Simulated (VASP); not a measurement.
# ZnS (I-4m2) in VASP: a series of runs, part 3 of 3

VASP 6.6.1. Earlier steps stand in the parts before.

**5. Single point, LDA (in-plane strain -0.01)**

The input, INCAR:

```
SYSTEM = ZnS
PREC = Accurate
ENCUT = 520
EDIFF = 1E-6
ISMEAR = 0
SIGMA = 0.01
LREAL = .FALSE.
LASPH = .TRUE.
NELM = 80
ALGO = Normal
ISIF = 2
LWAVE = .FALSE.
LCHARG = .FALSE.
GGA = CA
NBANDS = 16
```

The input, KPOINTS:

```
Automatic mesh
0
G
  8 8 8
  0 0 0
```

The input, POSCAR:

```
ZnS
1.0
    2.6219840213      2.6219840213      0.0000000000
   -2.6219840213      2.6219840213      0.0000000000
    0.0000000000      2.6219840213      2.6643595206
Zn S
1 1
Direct
    0.7500000000      0.2500000000      0.5000000000
    0.0000000000      0.0000000000      0.0000000000
```

Potentials or basis: VASP PAW LDA potentials, release 64 (Zn, S).

Started as:

```bash
> cat potpaw_LDA.64/Zn/POTCAR potpaw_LDA.64/S/POTCAR > POTCAR
> mpirun -np 1 vasp_std > vasp.out
```

OUTCAR:

```text
SYSTEM = ZnS
   PREC = Accurate
   ENCUT = 520
   EDIFF = 1E-6
   ISMEAR = 0
   LREAL = .FALSE.
   LASPH = .TRUE.
   NELM = 80
   ISIF = 2
   GGA = CA

 ion  position               nearest neighbor table
   1  0.750  0.250  0.500-   2 2.28   2 2.28   2 2.28   2 2.28
   2  0.000  0.000  0.000-   1 2.28   1 2.28   1 2.28   1 2.28

  LATTYP: Found a body centered tetragonal cell.
 ALAT       =     3.7080453632
 C/A-ratio  =     1.4370695391

  Lattice vectors:

 A1 = (   2.6219840213,   0.0000000000,  -2.6643595206)
[... 626 lines left out ...]
      4      -4.0450      2.00000
      5      -3.6152      2.00000
      6      -3.5553      2.00000
[... 8 lines left out ...]
     15      15.1656      0.00000
     16      15.9468      0.00000

 [... further k-points ...]
[... 5 lines left out ...]
  --------------------------------------------------------------------------------------
  -------------------------------------------------------------------------------------
  Total        0.3960926      0.3960926      0.2276462      0.0000000     -0.0000000      0.0000000
  in kB       17.3230519     17.3230519      9.9560712      0.0000000     -0.0000000      0.0000000
  external PRESSURE =      14.8673916 kB  Pullay stress =       0.0000000 kB

 VOLUME and BASIS-vectors are now :
 -----------------------------------------------------------------------------
  energy-cutoff  :      520.00
  volume of cell :       36.63
      direct lattice vectors                 reciprocal lattice vectors
     2.621984021  2.621984021  0.000000000     0.190695289  0.190695289 -0.187662362
    -2.621984021  2.621984021  0.000000000    -0.190695289  0.190695289 -0.187662362
     0.000000000  2.621984021  2.664359521     0.000000000  0.000000000  0.375324723

 POSITION                                       TOTAL-FORCE (eV/Angst)
 -----------------------------------------------------------------------------------
      1.31099      3.93298      1.33218         0.000000     -0.000000      0.000000
      0.00000      0.00000      0.00000        -0.000000      0.000000      0.000000
 -----------------------------------------------------------------------------------
    total drift:                                0.000000      0.000000     -0.000000

  FREE ENERGIE OF THE ION-ELECTRON SYSTEM (eV)
  ---------------------------------------------------
  free  energy   TOTEN  =        -8.2036583776 eV

  energy  without entropy=       -8.2036583776  energy(sigma->0) =       -8.20365838
```

Run time: 38 s. Hardware: 1 thread of Intel Xeon Platinum 8175M at 2.50GHz (Skylake/Cascade Lake), shared host; peak memory 0.15 GiB.

Results:

- Free energy: -8.2037 eV
- Pressure: 1.5 GPa
- Band gap on the k mesh: 2.20 eV, direct

Stress tensor (GPa, compression positive):
```
1.73 0.00 0.00
0.00 1.73 0.00
0.00 0.00 1.00
```

Levels at points of the mesh, in eV from the valence-band top:
```csv
k point,band 6,band 7,band 8,band 9,band 10,band 11,band 12,band 13
"(0.00, 0.00, 0.00)",-6.27,-0.06,0.00,0.00,2.20,6.17,6.18,6.18
"(0.50, 0.00, 0.00)",-6.06,-5.89,-1.06,-0.96,3.23,6.66,6.80,8.87
"(0.50, 0.50, 0.00)",-6.01,-4.95,-2.60,-2.56,2.97,3.80,11.31,12.18
"(0.00, 0.00, 0.50)",-6.04,-5.05,-2.49,-2.49,3.07,3.96,11.13,12.30
```

Caveat: the cell differs from its parent crystal (in-plane strain -0.01).

**6. Single point, LDA (film at in-plane strain -0.01)**

The input, INCAR:

```
PREC = Accurate
ENCUT = 520
EDIFF = 1E-6
ISMEAR = 0
SIGMA = 0.01
LREAL = False
LASPH = True
NELM = 100
ALGO = Normal
ISIF = 2
LWAVE = False
LCHARG = False
GGA = CA
NBANDS = 16
```

The input, KPOINTS:

```
regular mesh
0
Gamma
  8 8 8
```

POSCAR, as its differences from that of step 5:

```diff
@@ -4,3 +4,3 @@
    -2.6219840213      2.6219840213      0.0000000000
-    0.0000000000      2.6219840213      2.6643595206
+    0.0000000000      2.6219840213      2.6803039063
 Zn S
```

Potentials or basis: VASP PAW LDA potentials, release 64 (Zn, S).

Started as:

```bash
> cat potpaw_LDA.64/Zn/POTCAR potpaw_LDA.64/S/POTCAR > POTCAR
> mpirun -np 1 vasp_std > vasp.out
```

Run time: 38 s. Hardware: 1 thread of Intel Xeon Platinum 8175M at 2.50GHz (Skylake/Cascade Lake), shared host; peak memory 0.16 GiB.

It converged, with:

| Item | Value |
| --- | --- |
| Free energy | -8.2046 eV |
| Pressure | 0.9 GPa |
| Band gap on the k mesh | 2.17 eV, direct |

Stress tensor (GPa, compression positive):
```
1.28 0.00 0.00
0.00 1.28 0.00
0.00 0.00 0.25
```

Levels at points of the mesh, in eV from the valence-band top:
| k point | band 6 | band 7 | band 8 | band 9 | band 10 | band 11 | band 12 | band 13 |
| --- | --- | --- | --- | --- | --- | --- | --- | --- |
| (0.00, 0.00, 0.00) | -6.25 | -0.09 | 0.00 | 0.00 | 2.17 | 6.17 | 6.18 | 6.18 |
| (0.50, 0.00, 0.00) | -6.04 | -5.85 | -1.07 | -0.94 | 3.21 | 6.63 | 6.83 | 8.85 |
| (0.50, 0.50, 0.00) | -6.00 | -4.92 | -2.60 | -2.55 | 2.97 | 3.78 | 11.28 | 12.09 |
| (0.00, 0.00, 0.50) | -6.04 | -5.06 | -2.45 | -2.45 | 3.10 | 4.00 | 11.02 | 12.25 |

Caveat: the cell differs from its parent crystal (film at in-plane strain -0.01).

**7. Overview**

| cell | gap on the mesh (eV) | pressure (GPa) |
| --- | --- | --- |
| a = 3.671, b = 3.671, c = 3.731 Å, angles 60.5, 60.5, 90.0°, 2 atoms | 2.25 | 2.8 |
| a = 3.671, b = 3.671, c = 3.754 Å, angles 60.7, 60.7, 90.0°, 2 atoms | 2.17 | 1.7 |
| a = 3.708, b = 3.708, c = 3.750 Å, angles 60.4, 60.4, 90.0°, 2 atoms | 2.17 | 0.9 |
| a = 3.708, b = 3.708, c = 3.738 Å, angles 60.3, 60.3, 90.0°, 2 atoms | 2.20 | 1.5 |

Alike in all rows: task single point; level LDA; potentials or basis VASP PAW LDA potentials, release 64 (Zn, S); no spin polarisation; k mesh 8 × 8 × 8; cutoff (eV) 520; smearing gaussian 0.01 eV.

Total energies depend on the potentials used, so only differences within one code and one set of settings carry meaning.
